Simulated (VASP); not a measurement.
# SnO2 (Pnnm) in VASP: notebook

Runs on SnO2. Level: PBE. Tasks: single point.

Everything below comes from runs of VASP 6.6.1. Logs are shortened: lines on timing, memory, paths and dates and some standing lists are left out, and cuts for length are marked.

## Step 1: The cell of the first run

It takes space group Pnnm (No. 58, orthorhombic). The conventional cell has a = 4.828 Å, b = 4.828 Å, c = 3.238 Å, α = 90.00°, β = 90.00°, γ = 90.00°. Sn (site symmetry 2/m) has 6 O at 2.09 to 2.10 Å within 2.8 Å. Within 2.8 Å of O (site symmetry m) lie 3 Sn at 2.09 to 2.10 Å and 1 O at 2.65 Å.

## Step 2: Single point, PBE (atoms displaced along a vibrational mode)

INCAR reads:

```
SYSTEM = SnO2
  PREC = Accurate
  ENCUT = 520
  EDIFF = 1E-6
  ISMEAR = 0
  SIGMA = 0.05
  LREAL = .False.
  LASPH = .True.
  NELM = 100
  ALGO = Normal
  ISIF = 2
  LWAVE = .False.
  LCHARG = .False.
  GGA = PE
  NBANDS = 35
```

KPOINTS reads:

```
regular mesh
0
Gamma
  6 6 8
  0 0 0
```

POSCAR reads:

```
SnO2
1.0
    4.8277050007      0.0000000000      0.0000000000
    0.0000000000      4.8277050007      0.0000000000
    0.0000000000      0.0000000000      3.2379909335
Sn O
2 4
Direct
    0.0000000000      0.0000000000      0.0000000000
    0.5000000000      0.5000000000      0.5000000000
    0.3249136510      0.2882965224      0.0000000000
    0.1750863490      0.7882965224      0.5000000000
    0.6750863490      0.7117034776      0.0000000000
    0.8249136510      0.2117034776      0.5000000000
```

Potentials or basis: VASP PAW PBE potentials, release 64 (Sn_d, O).

Run with:

```bash
$ cat potpaw_PBE.64/Sn_d/POTCAR potpaw_PBE.64/O/POTCAR > POTCAR
$ mpirun -np 1 vasp_std > vasp.out
```

OUTCAR:

```text
SYSTEM = SnO2
   PREC = Accurate
   ENCUT = 520
   EDIFF = 1E-6
   ISMEAR = 0
   LREAL = .False.
   LASPH = .True.
   NELM = 100
   ISIF = 2
   GGA = PE

 ion  position               nearest neighbor table
   1  0.000  0.000  0.000-   4 2.09   6 2.09   4 2.09   6 2.09   5 2.10   3 2.10
   2  0.500  0.500  0.500-   3 2.09   5 2.09   3 2.09   5 2.09   4 2.10   6 2.10
   3  0.325  0.288  0.000-   2 2.09   2 2.09   1 2.10
   4  0.175  0.788  0.500-   1 2.09   1 2.09   2 2.10
   5  0.675  0.712  0.000-   2 2.09   2 2.09   1 2.10
   6  0.825  0.212  0.500-   1 2.09   1 2.09   2 2.10

  LATTYP: Found a simple tetragonal cell.
 ALAT       =     4.8277050007
 C/A-ratio  =     0.6707101890

  Lattice vectors:

 A1 = (   4.8277050007,   0.0000000000,   0.0000000000)
 A2 = (   0.0000000000,   4.8277050007,   0.0000000000)
 A3 = (   0.0000000000,   0.0000000000,   3.2379909335)

Analysis of symmetry for initial positions (statically):
=====================================================================
 Subroutine PRICEL returns:
 Original cell was already a primitive cell.

 Routine SETGRP: Setting up the symmetry group for a
 simple tetragonal supercell.

 Subroutine GETGRP returns: Found  8 space group operations
 (whereof  4 operations were pure point group operations)
 out of a pool of 16 trial point group operations.

The static configuration has the point symmetry C_2h.
 The point group associated with its full space group is D_2h.

Analysis of symmetry for dynamics (positions and initial velocities):
=====================================================================
 Subroutine PRICEL returns:
 Original cell was already a primitive cell.

 Routine SETGRP: Setting up the symmetry group for a
 simple tetragonal supercell.

 Subroutine GETGRP returns: Found  8 space group operations
 (whereof  4 operations were pure point group operations)
 out of a pool of 16 trial point group operations.

The dynamic configuration has the point symmetry C_2h.
 The point group associated with its full space group is D_2h.

 Subroutine INISYM returns: Found  8 space group operations
 (whereof  4 operations are pure point group operations),
 and found     1 'primitive' translations

----------------------------------------------------------------------------------------

                                     Primitive cell

  volume of cell :      75.4670

  direct lattice vectors                    reciprocal lattice vectors
     4.827705001  0.000000000  0.000000000     0.207137760  0.000000000  0.000000000
     0.000000000  4.827705001  0.000000000     0.000000000  0.207137760  0.000000000
     0.000000000  0.000000000  3.237990933     0.000000000  0.000000000  0.308833477

  length of vectors
     4.827705001  4.827705001  3.237990933     0.207137760  0.207137760  0.308833477

  position of ions in fractional coordinates (direct lattice)
     0.000000000  0.000000000  0.000000000
     0.500000000  0.500000000  0.500000000
     0.324913651  0.288296522  0.000000000
     0.175086349  0.788296522  0.500000000
     0.675086349  0.711703478  0.000000000
     0.824913651  0.211703478  0.500000000

  ion indices of the primitive-cell ions
   primitive index   ion index
                 1           1
                 2           2
                 3           3
                 4           4
                 5           5
                 6           6

----------------------------------------------------------------------------------------

 KPOINTS: regular mesh

Automatic generation of k-mesh.
 Grid dimensions read from file:
 generate k-points for:    6    6    8

 Generating k-lattice:

  Cartesian coordinates                     Fractional coordinates (reciprocal lattice)
     0.034522960  0.000000000  0.000000000     0.166666667  0.000000000  0.000000000
     0.000000000  0.034522960  0.000000000     0.000000000  0.166666667  0.000000000
     0.000000000  0.000000000  0.038604185     0.000000000  0.000000000  0.125000000

  Length of vectors
     0.034522960  0.034522960  0.038604185

  Shift w.r.t. Gamma in fractional coordinates (k-lattice)
     0.000000000  0.000000000  0.000000000

 Subroutine IBZKPT returns following result:
 ===========================================

 Found     80 irreducible k-points:

 Following reciprocal coordinates:
            Coordinates               Weight
  0.000000  0.000000  0.000000      1.000000
  0.166667  0.000000  0.000000      2.000000
  0.000000  0.166667  0.000000      2.000000
  0.333333  0.000000  0.000000      2.000000
  0.000000  0.333333  0.000000      2.000000
  0.500000  0.000000  0.000000      1.000000
[... 16 lines left out ...]
  0.000000  0.500000  0.125000      2.000000
  0.166667  0.166667  0.125000      8.000000
 [... further k-points ...]
   k-points           NKPTS =     80   k-points in BZ     NKDIM =     80   number of bands    NBANDS=     35
   number of dos      NEDOS =    301   number of ions     NIONS =      6
   total plane-waves  NPLWV =  31104
   dimension x,y,z NGX =    36 NGY =   36 NGZ =   24
   dimension x,y,z NGXF=    72 NGYF=   72 NGZF=   48
   ions per type =               2   4
   NGX,Y,Z   is equivalent  to a cutoff of  12.40, 12.40, 12.32 a.u.
   NGXF,Y,Z  is equivalent  to a cutoff of  24.79, 24.79, 24.64 a.u.
 SYSTEM =  SnO2
   PREC   = accura    normal or accurate (medium, high low for compatibility)
   ISTART =      0    job   : 0-new  1-cont  2-samecut
   ICHARG =      2    charge: 1-file 2-atom 10-const
   ISPIN  =      1    spin polarized calculation?
   LNONCOLLINEAR =      F non collinear calculations
   LSORBIT =      F    spin-orbit coupling
   LASPH  =      T    aspherical Exc in radial PAW
   ENCUT  =  520.0 eV  38.22 Ry    6.18 a.u.   8.98  8.98  6.02*2*pi/ulx,y,z
   NELM   =    100;   NELMIN=  2; NELMDL= -5     # of ELM steps
   EDIFF  = 0.1E-05   stopping-criterion for ELM
   LREAL  =      F    real-space projection
   EDIFFG = 0.1E-04   stopping-criterion for IOM
   NSW    =      0    number of steps for IOM
   IBRION =     -1    ionic relax: 0-MD 1-quasi-New 2-CG
   NFREE  =      0    steps in history (QN), initial steepest desc. (CG)
   ISIF   =      2    stress and relaxation
   ISYM   =      2    0-nonsym 1-usesym 2-fastsym
   POTIM  = 0.5000    time-step for ionic-motion
   TEBEG  =    0.0;   TEEND  =   0.0 temperature during run
   PSTRESS=    0.0 pullay stress
   NELECT =      52.0000    total number of electrons
   NUPDOWN=      -1.0000    fix difference up-down
   EMIN   =  10.00;   EMAX   =-10.00  energy-range for DOS
   EFERMI =   0.00;   METHOD = LEGACY
   ISMEAR =     0;   SIGMA  =   0.05  broadening in eV -4-tet -1-fermi 0-gaus
   EFERMI_NEDOS =   21; number of points for ismear=-14 and -15
   IALGO  =     38    algorithm
   IMIX   =      4    mixing-type and parameters
     AMIX     =   0.40;   BMIX     =  1.00
     AMIX_MAG =   1.60;   BMIX_MAG =  1.00
  volume/ion in A,a.u.               =      12.58        84.88
  Fermi-wavevector in a.u.,A,eV,Ry     =   1.445962  2.732472 28.447149  2.090806
  Thomas-Fermi vector in A             =   2.564085
   LORBIT       =      0    0 simple, 1 ext, 2 COOP (PROOUT), +10 PAW based schemes
   GGA     = PE    functional components
   LHFCALC =     F    Hartree Fock is set to
   AEXX    =    0.0000 exact exchange contribution
   IVDW    =     0    specifies the selected vdW correction
   LEPSILON=     F    determine dielectric tensor
   LRPA    =     F    only Hartree local field effects (RPA)
 non-spin polarized calculation
 Gauss-broadening in eV      SIGMA  =   0.05
  energy-cutoff  :      520.00
  volume of cell :       75.47
 maximum number of plane-waves:      2068
   NGX = 17   NGY = 17   NGZ = 13

 number of electron      52.0000025 magnetization

 Free energy of the ion-electron system (eV)
  ---------------------------------------------------
  ext. energy  EPLUGINS =         0.00000000
  ---------------------------------------------------
  free energy    TOTEN  =       -37.28810637 eV

  energy without entropy =      -37.28810637  energy(sigma->0) =      -37.28810637

 E-fermi :   5.7042     XC(G=0): -10.9828

 val. band max:        5.4076103855   @ k =   0.0000   0.0000   0.0000
 cond. band min:       6.2477146855   @ k =   0.0000   0.0000   0.0000
 fundamental gap:      0.8401042999
 Fermi energy:         5.7042065755

 k-point     1 :       0.0000    0.0000    0.0000
  band No.  band energies     occupation
      1     -15.4925      2.00000
      2     -14.8388      2.00000
      3     -14.6518      2.00000
      4     -14.6242      2.00000
      5     -14.6199      2.00000
      6     -14.5570      2.00000
[... 27 lines left out ...]
     34      17.2653      0.00000
     35      17.4783      0.00000

 k-point     2 :       0.1667    0.0000    0.0000
  band No.  band energies     occupation
      1     -15.4558      2.00000
      2     -14.8802      2.00000
      3     -14.6511      2.00000
      4     -14.6224      2.00000
      5     -14.6187      2.00000
      6     -14.5854      2.00000
[... 27 lines left out ...]
     34      17.0018      0.00000
     35      17.5244      0.00000

 k-point     3 :       0.0000    0.1667    0.0000
  band No.  band energies     occupation
      1     -15.4551      2.00000
      2     -14.8793      2.00000
      3     -14.6507      2.00000
      4     -14.6225      2.00000
      5     -14.6187      2.00000
      6     -14.5847      2.00000
[... 27 lines left out ...]
     34      17.3070      0.00000
     35      17.5570      0.00000
[... 723 lines left out ...]
 k-point    23 :       0.0000    0.5000    0.1250
  band No.  band energies     occupation
      1     -15.1580      2.00000
      2     -15.1580      2.00000
      3     -14.7298      2.00000
      4     -14.7298      2.00000
      5     -14.5924      2.00000
      6     -14.5924      2.00000
[... 27 lines left out ...]
     34      17.5126      0.00000
     35      18.1247      0.00000

 k-point    24 :       0.1667    0.1667    0.1250
  band No.  band energies     occupation
      1     -15.3687      2.00000
      2     -14.8994      2.00000
      3     -14.7412      2.00000
      4     -14.7229      2.00000
      5     -14.6219      2.00000
      6     -14.5684      2.00000
[... 27 lines left out ...]
     34      17.3134      0.00000
     35      17.6085      0.00000

 [... further k-points ...]

------------------------ aborting loop because EDIFF is reached ----------------------------------------

  FORCE on cell =-STRESS in cart. coord.  units (eV):
  Direction    XX          YY          ZZ          XY          YZ          ZX
  --------------------------------------------------------------------------------------
  -------------------------------------------------------------------------------------
  Total        0.2794688     -0.3620686      0.0827648     -0.0000000      0.0000000      0.0000000
  in kB        5.9331712     -7.6867783      1.7571100     -0.0000000      0.0000000      0.0000000
  external PRESSURE =       0.0011676 kB  Pullay stress =       0.0000000 kB

 VOLUME and BASIS-vectors are now :
 -----------------------------------------------------------------------------
  energy-cutoff  :      520.00
  volume of cell :       75.47
      direct lattice vectors                 reciprocal lattice vectors
     4.827705001  0.000000000  0.000000000     0.207137760  0.000000000  0.000000000
     0.000000000  4.827705001  0.000000000     0.000000000  0.207137760  0.000000000
     0.000000000  0.000000000  3.237990933     0.000000000  0.000000000  0.308833477

 POSITION                                       TOTAL-FORCE (eV/Angst)
 -----------------------------------------------------------------------------------
      0.00000      0.00000      0.00000         0.000000      0.000000      0.000000
      2.41385      2.41385      1.61900         0.000000      0.000000      0.000000
      1.56859      1.39181      0.00000        -0.058042      0.081912      0.000000
      0.84527      3.80566      1.61900         0.058042      0.081912      0.000000
      3.25912      3.43589      0.00000         0.058042     -0.081912      0.000000
      3.98244      1.02204      1.61900        -0.058042     -0.081912     -0.000000
 -----------------------------------------------------------------------------------
    total drift:                                0.000000      0.000000      0.000000

  FREE ENERGIE OF THE ION-ELECTRON SYSTEM (eV)
  ---------------------------------------------------
  free  energy   TOTEN  =       -37.2881063654 eV

  energy  without entropy=      -37.2881063654  energy(sigma->0) =      -37.28810637
```

Wall time 65 s (1 thread of Intel Xeon 6975P-C (Granite Rapids), shared host); peak memory 0.29 GiB.

What came out:

```yaml
Free_energy: -37.2881 eV
Pressure: 0.0 GPa
Largest_force: 0.100 eV/Å
Band_gap_on_the_k_mesh: 0.84 eV
```

Forces in eV/Å, atoms in the order of the input:
```
Sn   0.000  0.000  0.000
Sn   0.000  0.000  0.000
O   -0.058  0.082  0.000
O    0.058  0.082  0.000
O    0.058 -0.082  0.000
O   -0.058 -0.082  0.000
```

Levels at points of the mesh, in eV from the valence-band top:
```
           k point  band 24  band 25  band 26  band 27  band 28  band 29
(0.00, 0.00, 0.00)    -0.63    -0.54     0.00     0.84     5.76     6.15
(0.50, 0.00, 0.00)    -1.07    -0.57    -0.57     4.06     4.06     7.20
(0.00, 0.50, 0.00)    -1.07    -0.35    -0.35     3.85     3.85     6.65
(0.50, 0.50, 0.00)    -1.20    -0.70    -0.70     4.37     4.37     7.23
(0.00, 0.00, 0.50)    -1.41    -0.99    -0.99     5.64     5.64     9.42
(0.50, 0.00, 0.50)    -0.99    -0.55    -0.55     5.84     5.84     7.55
(0.00, 0.50, 0.50)    -0.80    -0.72    -0.72     5.95     5.95     7.81
(0.50, 0.50, 0.50)    -0.80    -0.62    -0.62     4.44     4.44     8.73
```

Caveat: the cell differs from its parent crystal (atoms displaced along a vibrational mode); spin-orbit coupling is left out, which moves the levels of the heavy elements.

[end of part 1 of 2]
